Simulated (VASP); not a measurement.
# AlNi in VASP: a series of runs

The runs below take AlNi through electric field gradients, with PBE.

Everything below comes from runs of VASP 6.6.1. Logs are shortened: lines on timing, memory, paths and dates and some standing lists are left out, and cuts for length are marked.

## 1. The cell of the first run

The structure is trigonal, space group R-3m (No. 166). The conventional cell has a = 4.095 Å, b = 4.095 Å, c = 4.940 Å, α = 90.00°, β = 90.00°, γ = 120.00°. Within 3.3 Å of Al (site symmetry -3m) lie 8 Ni at 2.47 to 2.50 Å and 6 Al at 2.88 Å. Within 3.3 Å of Ni (site symmetry -3m) lie 8 Al at 2.47 to 2.50 Å and 6 Ni at 2.88 Å.

## 2. Electric field gradients, PBE, collinear spin, ferromagnetic start (equal xy, yz and zx shear strains of -1 %)

INCAR reads:

```
PREC     = Accurate       # precision mode
ENCUT    = 520            # plane-wave cutoff, eV
EDIFF    = 1E-8           # SCF threshold, eV
ISMEAR   = -1             # smearing method
SIGMA    = 0.05           # smearing width, eV
LREAL    = F              # projectors in reciprocal space
LASPH    = T              # aspherical terms in the spheres
NELM     = 150            # most SCF steps
ALGO     = Normal         # electronic algorithm
ISIF     = 2              # what is computed and relaxed
LWAVE    = F              # write WAVECAR
LCHARG   = F              # write CHGCAR
ISPIN    = 2              # spin polarisation
MAGMOM   = 0 1.5          # initial moments
LORBIT   = 11             # projections on sites
LMAXMIX  = 4              # l up to which the mixer works
GGA      = PE             # functional
LEFG     = T            
NBANDS   = 18             # bands
```

KPOINTS reads:

```
Automatic mesh
0
Gamma
  13 13 13
```

POSCAR reads:

```
AlNi
1.0
    2.8810000000     -0.0144050000     -0.0144050000
   -0.0144050000      2.8810000000     -0.0144050000
   -0.0144050000     -0.0144050000      2.8810000000
Al Ni
1 1
Direct
    0.0000000000      0.0000000000      0.0000000000
    0.5000000000      0.5000000000      0.5000000000
```

Potentials or basis: VASP PAW PBE potentials, release 64 (Al, Ni).

The run is started by

```
> cat potpaw_PBE.64/Al/POTCAR potpaw_PBE.64/Ni/POTCAR > POTCAR
> mpirun -np 1 vasp_std > vasp.out
```

OUTCAR:

```text
PREC = Accurate
   ENCUT = 520
   EDIFF = 1E-8
   ISMEAR = -1
   LREAL = F
   LASPH = T
   NELM = 150
   ISIF = 2
   ISPIN = 2
   LORBIT = 11
   GGA = PE

 ion  position               nearest neighbor table
   1  0.000  0.000  0.000-   2 2.47   2 2.47   2 2.50   2 2.50   2 2.50   2 2.50   2 2.50   2 2.50

   2  0.500  0.500  0.500-   1 2.47   1 2.47   1 2.50   1 2.50   1 2.50   1 2.50   1 2.50   1 2.50

  LATTYP: Found a trigonal (rhomboedric) cell.
 ALAT       =     2.8810720241
 COS(alpha) =    -0.0099745013

  Lattice vectors:

 A1 = (   2.8810000000,  -0.0144050000,  -0.0144050000)
 A2 = (  -0.0144050000,   2.8810000000,  -0.0144050000)
 A3 = (  -0.0144050000,  -0.0144050000,   2.8810000000)

Analysis of symmetry for initial positions (statically):
=====================================================================
 Subroutine PRICEL returns:
 Original cell was already a primitive cell.

 Routine SETGRP: Setting up the symmetry group for a
 trigonal (rhombohedral) supercell.

 Subroutine GETGRP returns: Found 12 space group operations
 (whereof 12 operations were pure point group operations)
 out of a pool of 12 trial point group operations.

The static configuration has the point symmetry D_3d.

Analysis of symmetry for dynamics (positions and initial velocities):
=====================================================================
 Subroutine PRICEL returns:
 Original cell was already a primitive cell.

 Routine SETGRP: Setting up the symmetry group for a
 trigonal (rhombohedral) supercell.

 Subroutine GETGRP returns: Found 12 space group operations
 (whereof 12 operations were pure point group operations)
 out of a pool of 12 trial point group operations.

The dynamic configuration has the point symmetry D_3d.

Analysis of structural, dynamic, and magnetic symmetry:
=====================================================================
 Subroutine PRICEL returns:
 Original cell was already a primitive cell.

 Routine SETGRP: Setting up the symmetry group for a
 trigonal (rhombohedral) supercell.

 Subroutine GETGRP returns: Found 12 space group operations
 (whereof 12 operations were pure point group operations)
 out of a pool of 12 trial point group operations.

The overall configuration has the point symmetry D_3d.

 Subroutine INISYM returns: Found 12 space group operations
 (whereof 12 operations are pure point group operations),
 and found     1 'primitive' translations

----------------------------------------------------------------------------------------

                                     Primitive cell

  volume of cell :      23.9110

  direct lattice vectors                    reciprocal lattice vectors
     2.881000000 -0.014405000 -0.014405000     0.347119144  0.001744317  0.001744317
    -0.014405000  2.881000000 -0.014405000     0.001744317  0.347119144  0.001744317
    -0.014405000 -0.014405000  2.881000000     0.001744317  0.001744317  0.347119144

  length of vectors
     2.881072024  2.881072024  2.881072024     0.347127909  0.347127909  0.347127909

  position of ions in fractional coordinates (direct lattice)
     0.000000000  0.000000000  0.000000000
     0.500000000  0.500000000  0.500000000

  ion indices of the primitive-cell ions
   primitive index   ion index
                 1           1
                 2           2

----------------------------------------------------------------------------------------

 KPOINTS: Automatic mesh

Automatic generation of k-mesh.
 Grid dimensions read from file:
 generate k-points for:   13   13   13

 Generating k-lattice:

  Cartesian coordinates                     Fractional coordinates (reciprocal lattice)
     0.026701473  0.000134178  0.000134178     0.076923077 -0.000000000  0.000000000
[... 60 lines left out ...]
   LREAL  =      F    real-space projection
   EDIFFG = 0.1E-06   stopping-criterion for IOM
   NSW    =      0    number of steps for IOM
   IBRION =     -1    ionic relax: 0-MD 1-quasi-New 2-CG
   NFREE  =      0    steps in history (QN), initial steepest desc. (CG)
   ISIF   =      2    stress and relaxation
   ISYM   =      2    0-nonsym 1-usesym 2-fastsym
   POTIM  = 0.5000    time-step for ionic-motion
   TEBEG  =    0.0;   TEEND  =   0.0 temperature during run
   PSTRESS=    0.0 pullay stress
   NELECT =      13.0000    total number of electrons
   NUPDOWN=      -1.0000    fix difference up-down
   EMIN   =  10.00;   EMAX   =-10.00  energy-range for DOS
   EFERMI =   0.00;   METHOD = LEGACY
   ISMEAR =    -1;   SIGMA  =   0.05  broadening in eV -4-tet -1-fermi 0-gaus
   EFERMI_NEDOS =   21; number of points for ismear=-14 and -15
   IALGO  =     38    algorithm
   IMIX   =      4    mixing-type and parameters
     AMIX     =   0.40;   BMIX     =  1.00
     AMIX_MAG =   1.60;   BMIX_MAG =  1.00
  volume/ion in A,a.u.               =      11.96        80.68
  Fermi-wavevector in a.u.,A,eV,Ry     =   1.336155  2.524967 24.290628  1.785311
  Thomas-Fermi vector in A             =   2.464804
   LORBIT       =     11    0 simple, 1 ext, 2 COOP (PROOUT), +10 PAW based schemes
   GGA     = PE    functional components
   LHFCALC =     F    Hartree Fock is set to
   AEXX    =    0.0000 exact exchange contribution
   IVDW    =     0    specifies the selected vdW correction
   LEPSILON=     F    determine dielectric tensor
   LRPA    =     F    only Hartree local field effects (RPA)
 spin polarized calculation
  energy-cutoff  :      520.00
  volume of cell :       23.91
 maximum number of plane-waves:       663
 NGX is ok and might be reduce to    24
   NGX = 11   NGY = 11   NGZ = 11

 number of electron      13.0000013 magnetization       0.0004885

 number of electron      13.0000013 magnetization      -0.0000005

 Free energy of the ion-electron system (eV)
  ---------------------------------------------------
  ext. energy  EPLUGINS =         0.00000000
  ---------------------------------------------------
  free energy    TOTEN  =       -10.54053996 eV

  energy without entropy =      -10.53557697  energy(sigma->0) =      -10.53805846

 E-fermi :  10.0099     XC(G=0): -12.0485

 val. band max:        9.9807713778   @ k =  -0.4615   0.3077   0.3077
 cond. band min:      10.0372006238   @ k =   0.3846   0.3077   0.1538
 fundamental gap:      0.0564292460
 Fermi energy:        10.0098504258

 spin component 1

 k-point     1 :       0.0000    0.0000    0.0000
  band No.  band energies     occupation
      1      -1.1114      1.00000
      2       6.8011      1.00000
      3       6.8011      1.00000
      4       8.4598      1.00000
      5       8.4980      1.00000
      6       8.4980      1.00000
[... 493 lines left out ...]
     17      32.9802      0.00000
     18      35.2306      0.00000

 [... further k-points ...]

 spin component 2

 k-point     1 :       0.0000    0.0000    0.0000
  band No.  band energies     occupation
      1      -1.1114      1.00000
      2       6.8011      1.00000
      3       6.8011      1.00000
      4       8.4598      1.00000
      5       8.4980      1.00000
      6       8.4980      1.00000
[... 493 lines left out ...]
     17      32.9802      0.00000
     18      35.2306      0.00000

 [... further k-points ...]

------------------------ aborting loop because EDIFF is reached ----------------------------------------

  FORCE on cell =-STRESS in cart. coord.  units (eV):
  Direction    XX          YY          ZZ          XY          YZ          ZX
  --------------------------------------------------------------------------------------
  -------------------------------------------------------------------------------------
  Total        0.3023869      0.3023869      0.3023869      0.1935676      0.1935676      0.1935676
  in kB       20.2617270     20.2617270     20.2617270     12.9701874     12.9701874     12.9701874
  external PRESSURE =      20.2617270 kB  Pullay stress =       0.0000000 kB

 VOLUME and BASIS-vectors are now :
 -----------------------------------------------------------------------------
  energy-cutoff  :      520.00
  volume of cell :       23.91
      direct lattice vectors                 reciprocal lattice vectors
     2.881000000 -0.014405000 -0.014405000     0.347119144  0.001744317  0.001744317
    -0.014405000  2.881000000 -0.014405000     0.001744317  0.347119144  0.001744317
    -0.014405000 -0.014405000  2.881000000     0.001744317  0.001744317  0.347119144

 POSITION                                       TOTAL-FORCE (eV/Angst)
 -----------------------------------------------------------------------------------
      0.00000      0.00000      0.00000        -0.000000      0.000000      0.000000
      1.42609      1.42609      1.42609         0.000000     -0.000000      0.000000
 -----------------------------------------------------------------------------------
    total drift:                                0.000000      0.000000     -0.000000

  FREE ENERGIE OF THE ION-ELECTRON SYSTEM (eV)
  ---------------------------------------------------
  free  energy   TOTEN  =       -10.5405399576 eV

  energy  without entropy=      -10.5355769686  energy(sigma->0) =      -10.53805846

 Electric field gradients (V/A^2)
---------------------------------------------------------------------
 ion       V_xx      V_yy      V_zz      V_xy      V_xz      V_yz
---------------------------------------------------------------------
   1      -0.000    -0.000     0.000    -1.359    -1.359    -1.359
   2       0.000    -0.000    -0.000    -1.464    -1.464    -1.464
---------------------------------------------------------------------

 Electric field gradients after diagonalization (V/A^2)
 (convention: |V_zz| > |V_xx| > |V_yy|)
----------------------------------------------------------------------
 ion       V_xx      V_yy      V_zz     asymmetry (V_yy - V_xx)/ V_zz
----------------------------------------------------------------------
   1       1.359     1.359    -2.718       0.000
   2       1.464     1.464    -2.929       0.000
----------------------------------------------------------------------

           NMR quadrupolar parameters

 Cq : quadrupolar parameter    Cq=e*Q*V_zz/h
 eta: asymmetry parameters     (V_yy - V_xx)/ V_zz
 Q  : nuclear electric quadrupole moment in mb (millibarn)
----------------------------------------------------------------------
 ion       Cq(MHz)       eta       Q (mb)
----------------------------------------------------------------------
   1      -0.007       0.000       1.000
   2      -0.007       0.000       1.000
----------------------------------------------------------------------

 total charge

# of ion       s       p       d       tot
------------------------------------------
    1        0.384   0.414   0.000   0.798
    2        0.475   0.516   8.475   9.466
--------------------------------------------------
tot          0.859   0.930   8.475  10.263

 magnetization (x)

# of ion       s       p       d       tot
------------------------------------------
    1        0.000   0.000   0.000   0.000
    2       -0.000   0.000  -0.000  -0.000
--------------------------------------------------
tot          0.000   0.000  -0.000  -0.000
```

Run time: 95 s. Hardware: 1 thread of AMD EPYC 9R45 (Zen 5), shared host; peak memory 0.24 GiB.

Results:

```
Free energy                                           : -10.5405 eV
Pressure                                              : 2.0 GPa
Net moment                                            : 0.00 μB per cell
Largest electric field gradient by atom               : Al -2.7; Ni -2.9 V/Å²
Valence electrons inside the program's atomic spheres : Al 0.80; Ni 9.47
```

Stress tensor (GPa, compression positive):
```
2.03 1.30 1.30
1.30 2.03 1.30
1.30 1.30 2.03
```

Electric field gradients, principal values (V/Å²):
| atom | least | middle | greatest (by size) |
| --- | --- | --- | --- |
| 1 Al | 1.359 | 1.359 | -2.718 |
| 2 Ni | 1.464 | 1.464 | -2.929 |

Caveat: the cell differs from its parent crystal (equal xy, yz and zx shear strains of -1 %); without QUAD_EFG the Cq values of the log hold for a quadrupole moment of 1 mb, not for the nuclei.

(Part 1 of 3 ends here.)
